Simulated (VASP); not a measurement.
# ScSiS4 (Cmmm) in VASP: notebook, part 2 of 2

VASP 6.6.1. Earlier steps stand in the parts before.

## Step 3: Single point, PBE

This run uses another cell than the first one, of the same volume but with other edges.

INCAR reads:

```
  ALGO = Normal
  EDIFF = 1E-7
  ENCUT = 520
  GGA = PE
  ISIF = 2
  ISMEAR = 0
  LASPH = T
  LCHARG = T
  LELF = T
  LREAL = F
  LVHAR = T
  LWAVE = F
  NBANDS = 28
  NELM = 60
  PREC = Accurate
  SIGMA = 0.1
```

KPOINTS reads:

```
k-points
0
Gamma
  4 4 4
```

POSCAR reads:

```
ScSiS4
1.0
    2.4663796633     -4.5437499567      0.0000000000
    2.4663796633      4.5437499567      0.0000000000
    0.0000000000      0.0000000000      4.9796069316
Sc Si S
1 1 4
Direct
    0.0000000000      0.0000000000      0.0000000000
    0.5000000000      0.5000000000      0.5000000000
    0.6373125571      0.3626874429      0.0000000000
    0.1171860843      0.8828139157      0.5000000000
    0.8828139157      0.1171860843      0.5000000000
    0.3626874429      0.6373125571      0.0000000000
```

Potentials or basis: VASP PAW PBE potentials, release 64 (Sc_sv, Si, S).

Run with:

```sh
$ cat potpaw_PBE.64/Sc_sv/POTCAR potpaw_PBE.64/Si/POTCAR potpaw_PBE.64/S/POTCAR > POTCAR
$ mpirun -np 1 vasp_std > vasp.out
```

Run time: 77 s. Hardware: 1 thread of Intel Xeon 6975P-C, shared host; peak memory 0.27 GiB.

It converged, with:

```
Free energy   : -30.0860 eV
Pressure      : -0.1 GPa
Largest force : 0.081 eV/Å
```

Forces in eV/Å, atoms in the order of the input:
```
Sc   0.000  0.000  0.000
Si   0.000  0.000  0.000
S    0.000 -0.001  0.000
S    0.000  0.081  0.000
S    0.000 -0.081  0.000
S    0.000  0.001  0.000
```

Stress tensor (GPa, compression positive):
```
 0.10  0.00  0.00
 0.00 -0.14  0.00
 0.00  0.00 -0.11
```

Levels at points of the mesh, in eV from the Fermi level:
| k point | band 17 | band 18 | band 19 | band 20 | band 21 | band 22 | band 23 | band 24 |
| --- | --- | --- | --- | --- | --- | --- | --- | --- |
| (0.00, 0.00, 0.00) | -2.16 | -1.76 | -1.45 | -0.41 | 0.35 | 0.46 | 2.00 | 2.48 |
| (0.50, 0.00, 0.00) | -1.94 | -1.40 | -0.87 | -0.28 | 1.48 | 1.55 | 1.67 | 1.77 |
| (0.50, 0.50, 0.00) | -2.55 | -0.61 | -0.60 | -0.53 | 0.18 | 0.44 | 1.47 | 2.06 |
| (0.00, 0.00, 0.50) | -2.87 | -2.41 | -0.82 | 1.38 | 1.49 | 1.79 | 1.99 | 2.22 |
| (0.50, 0.00, 0.50) | -0.54 | -0.51 | -0.35 | -0.07 | 0.63 | 0.88 | 1.42 | 1.67 |
| (0.50, 0.50, 0.50) | -1.93 | -1.49 | -0.33 | 0.21 | 0.48 | 0.97 | 1.67 | 2.24 |

Caveat: the k points lie up to 0.36 Å⁻¹ apart.

## Step 4: Single point, PBE

This run uses another cell than the first one, of 18.47 Å³/atom, 0.991 times its volume.

INCAR reads:

```
SYSTEM = ScSiS4
PREC     = Accurate       ! precision mode
ENCUT    = 520            ! plane-wave cutoff, eV
EDIFF    = 1E-6           ! SCF threshold, eV
ISMEAR   = 0              ! smearing method
SIGMA    = 0.1            ! smearing width, eV
LREAL    = .FALSE.        ! projectors in reciprocal space
LASPH    = .TRUE.         ! aspherical terms in the spheres
NELM     = 60             ! most SCF steps
ALGO     = Normal         ! electronic algorithm
ISIF     = 2              ! what is computed and relaxed
LWAVE    = .FALSE.        ! write WAVECAR
LCHARG   = .FALSE.        ! write CHGCAR
GGA      = PE             ! functional
NBANDS   = 28             ! bands
```

KPOINTS reads:

```
Automatic mesh
0
G
  10 10 8
  0 0 0
```

POSCAR reads:

```
ScSiS4
1.0
    2.4623229779     -4.4972365949      0.0000000000
    2.4623229779      4.4972365949      0.0000000000
    0.0000000000      0.0000000000      5.0033541360
Sc Si S
1 1 4
Direct
    0.0000000000      0.0000000000      0.0000000000
    0.5000000000      0.5000000000      0.5000000000
    0.6378039085      0.3621960915      0.0000000000
    0.1179703684      0.8820296316      0.5000000000
    0.8820296316      0.1179703684      0.5000000000
    0.3621960915      0.6378039085      0.0000000000
```

Potentials or basis: VASP PAW PBE potentials, release 64 (Sc_sv, Si, S).

Run with:

```sh
$ cat potpaw_PBE.64/Sc_sv/POTCAR potpaw_PBE.64/Si/POTCAR potpaw_PBE.64/S/POTCAR > POTCAR
$ mpirun -np 1 vasp_std > vasp.out
```

OUTCAR:

```text
SYSTEM = ScSiS4
   PREC = Accurate
   ENCUT = 520
   EDIFF = 1E-6
   ISMEAR = 0
   LREAL = .FALSE.
   LASPH = .TRUE.
   NELM = 60
   ISIF = 2
   GGA = PE

 ion  position               nearest neighbor table
   1  0.000  0.000  0.000-   4 2.72   5 2.72   4 2.72   5 2.72   3 2.76   6 2.76   3 2.76   6 2.76

   2  0.500  0.500  0.500-   4 2.68   5 2.68   4 2.68   5 2.68   3 2.79   6 2.79   3 2.79   6 2.79

   3  0.638  0.362  0.000-   6 2.48   1 2.76   1 2.76   2 2.79   2 2.79
[... 956 lines left out ...]
  -------------------------------------------------------------------------------------
  Total        0.0472905     -0.2580424      0.0454064     -0.0000000      0.0000000      0.0000000
  in kB        0.6837581     -3.7309513      0.6565159     -0.0000000      0.0000000      0.0000000
  external PRESSURE =      -0.7968924 kB  Pullay stress =       0.0000000 kB

 VOLUME and BASIS-vectors are now :
 -----------------------------------------------------------------------------
  energy-cutoff  :      520.00
  volume of cell :      110.81
      direct lattice vectors                 reciprocal lattice vectors
     2.462322978 -4.497236595  0.000000000     0.203060283 -0.111179385  0.000000000
     2.462322978  4.497236595  0.000000000     0.203060283  0.111179385  0.000000000
     0.000000000  0.000000000  5.003354136     0.000000000  0.000000000  0.199865925

 POSITION                                       TOTAL-FORCE (eV/Angst)
 -----------------------------------------------------------------------------------
      0.00000      0.00000      0.00000         0.000000      0.000000      0.000000
      2.46232      0.00000      2.50168        -0.000000      0.000000      0.000000
      2.46232     -1.23947      0.00000         0.000000      0.017659      0.000000
      2.46232      3.43616      2.50168         0.000000      0.106395     -0.000000
      2.46232     -3.43616      2.50168         0.000000     -0.106395      0.000000
      2.46232      1.23947      0.00000         0.000000     -0.017659      0.000000
 -----------------------------------------------------------------------------------
    total drift:                               -0.000000      0.000000     -0.000000

  FREE ENERGIE OF THE ION-ELECTRON SYSTEM (eV)
  ---------------------------------------------------
  free  energy   TOTEN  =       -30.1636474419 eV

  energy  without entropy=      -30.1517651332  energy(sigma->0) =      -30.15770629
```

stdout:

```text
POSCAR found type information on POSCAR ScSiS
 POSCAR found :  3 types and       6 ions
 scaLAPACK will be used
 LDA part: xc-table for (Slater+PW92), standard interpolation
 POSCAR, INCAR and KPOINTS ok, starting setup
 FFT: planning ... GRIDC
 FFT: planning ... GRID_SOFT
 FFT: planning ... GRID
 WAVECAR not read
 entering main loop
```

It took 9.2 min on 1 thread of Intel Xeon 6975P-C, shared host; peak memory 0.55 GiB.

Results:

| Item | Value |
| --- | --- |
| Free energy | -30.1636 eV |
| Pressure | -0.1 GPa |
| Largest force | 0.106 eV/Å |

Forces on the atoms (eV/Å):
```
Sc   0.000  0.000  0.000
Si   0.000  0.000  0.000
S    0.000  0.018  0.000
S    0.000  0.106  0.000
S    0.000 -0.106  0.000
S    0.000 -0.018  0.000
```

Stress tensor (GPa, compression positive):
```
 0.07  0.00  0.00
 0.00 -0.37  0.00
 0.00  0.00  0.07
```

Levels at points of the mesh, in eV from the Fermi level:
```tsv
k point	band 17	band 18	band 19	band 20	band 21	band 22
(0.00, 0.00, 0.00)	-2.20	-1.84	-1.46	-0.47	0.37	0.45
(0.50, 0.00, 0.00)	-1.94	-1.38	-0.87	-0.29	1.51	1.58
(0.50, 0.50, 0.00)	-2.50	-0.60	-0.55	-0.48	0.19	0.45
(0.00, 0.00, 0.50)	-2.89	-2.39	-0.92	1.40	1.53	1.79
(0.50, 0.00, 0.50)	-0.54	-0.54	-0.38	-0.07	0.66	0.89
(0.50, 0.50, 0.50)	-1.91	-1.44	-0.39	0.25	0.49	1.02
```

## Step 5: Summary

| cell | k mesh | gap on the mesh (eV) | pressure (GPa) | largest force (eV/Å) |
| --- | --- | --- | --- | --- |
| a = 4.446, b = 4.446, c = 5.736 Å, angles 90.0, 90.0, 99.6°, 6 atoms | 4 × 4 × 4 | none | 88.7 | 70.33 |
| a = 5.170, b = 5.170, c = 4.980 Å, angles 90.0, 90.0, 123.0°, 6 atoms | 4 × 4 × 4 | none | -0.1 | 0.08 |
| a = 5.127, b = 5.127, c = 5.003 Å, angles 90.0, 90.0, 122.6°, 6 atoms | 10 × 10 × 8 | none | -0.1 | 0.11 |

Alike in all rows: task single point; level PBE; potentials or basis VASP PAW PBE potentials, release 64 (Sc_sv, Si, S); no spin polarisation; cutoff (eV) 520; smearing gaussian 0.1 eV.

Caveats: some runs use coarse meshes; forces of over 1 eV/Å act on the atoms, so gaps and moduli don't describe the material at rest (some runs).

Total energies depend on the potentials used, so only differences within one code and one set of settings carry meaning.
